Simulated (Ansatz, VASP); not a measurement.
# Ti2O in VASP and in Ansatz

```
CELL_PARAMETERS angstrom
2.91940 0.00000 0.00000
-1.45970 2.52827 0.00000
0.00000 0.00000 4.71300
ATOMIC_POSITIONS crystal
Ti 0.66667 0.33333 0.27874
Ti 0.33333 0.66667 0.72126
O 0.00000 0.00000 0.00000
```

Alike in both runs: task single point; functional r2SCAN; k mesh 1 × 1 × 1; occupations gaussian, width 0.1 eV; no spin polarisation.

|  | VASP | Ansatz |
| --- | --- | --- |
| version | VASP 6.6.1 | Ansatz 0.2.0 |
| potentials or method | VASP PAW PBE potentials, release 64 (Ti_sv, O), cutoff 660 eV | scalar-relativistic, plane waves, PAW |
| valence electrons in the cell | 30 | 30 |

|  | VASP | Ansatz | Ansatz less VASP |
| --- | --- | --- | --- |
| rms of the force components (eV/Å) | 1.573 | 1.727 | +0.1537 |

VASP's potentials were made for PBE, not for r2SCAN. Atom by atom the forces differ by 0.154 eV/Å (rms over components).

The k mesh is coarse, so the values compare programs but aren't converged.
